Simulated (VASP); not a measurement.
Write the native input for VASP 6.6.1 that does the following.

| Item | Value |
| --- | --- |
| Task | single point |
| Functional | B3LYP |
| Potentials or basis | VASP PAW PBE potentials, release 64 (Zn, S) |
| Cutoff | 520 eV |
| k mesh | 6 × 6 × 6 |
| Occupations | fermi-dirac, width 0.01 eV |
| Spin | no spin polarisation |
| Dipole correction | no |
| Grid for exact exchange (PRECFOCK) | Normal |
| Further INCAR settings | ALGO = Normal; EDIFF = 1e-06; NBANDS = 16 |
| Share of exact exchange | 0.2 |

The system is ZnS.

```
Zn S
1.0
     0.00000    2.71989    2.71989
     2.71989    0.00000    2.71989
     2.71989    2.71989    0.00000
Zn S
1 1
Direct
  0.75000 0.75000 0.75000
  0.00000 0.00000 0.00000
```

The input as run:

POSCAR

```
ZnS
1.0
    0.0000000000      2.7198945612      2.7198945612
    2.7198945612      0.0000000000      2.7198945612
    2.7198945612      2.7198945612      0.0000000000
Zn S
1 1
Direct
    0.7500000000      0.7500000000      0.7500000000
    0.0000000000      0.0000000000      0.0000000000
```

INCAR.step1

```
PREC = Accurate ; ENCUT = 520
EDIFF = 1E-5 ; ISMEAR = -1
SIGMA = 0.01 ; LREAL = False
LASPH = True ; NELM = 60
ALGO = Normal ; ISIF = 2
LWAVE = True ; LCHARG = False
GGA = PE ; NBANDS = 16
```

INCAR.step2

```
PREC = Accurate ; ENCUT = 520
EDIFF = 1E-6 ; ISMEAR = -1
SIGMA = 0.01 ; LREAL = False
LASPH = True ; NELM = 60
ALGO = Normal ; ISIF = 2
LWAVE = False ; LCHARG = False
GGA = B3 ; LHFCALC = True
AEXX = 0.2 ; AGGAX = 0.72
AGGAC = 0.81 ; ALDAC = 0.19
PRECFOCK = Normal ; ISTART = 1
NBANDS = 16
```

KPOINTS

```
regular mesh
0
Gamma
  6 6 6
```

Potentials or basis: VASP PAW PBE potentials, release 64 (Zn, S).

Command:

```bash
$ cat potpaw_PBE.64/Zn/POTCAR potpaw_PBE.64/S/POTCAR > POTCAR
$ cp INCAR.step1 INCAR
$ mpirun -np 1 vasp_std > vasp.out
$ cp INCAR.step2 INCAR
$ mpirun -np 1 vasp_std > vasp.out
```

Results of the run:

| Property | Result |
| --- | --- |
| Pressure | 2.0 GPa |
| Band gap on the k mesh | 3.54 eV |

Caveat: the PAW data sets were made with another functional, which shifts forces and pressure a little.

Wall time 42 min on 1 thread of Intel(R) Xeon(R) Platinum 8259CL CPU @ 2.50GHz (Skylake/Cascade Lake) (shared host), peak memory 0.19 GiB.
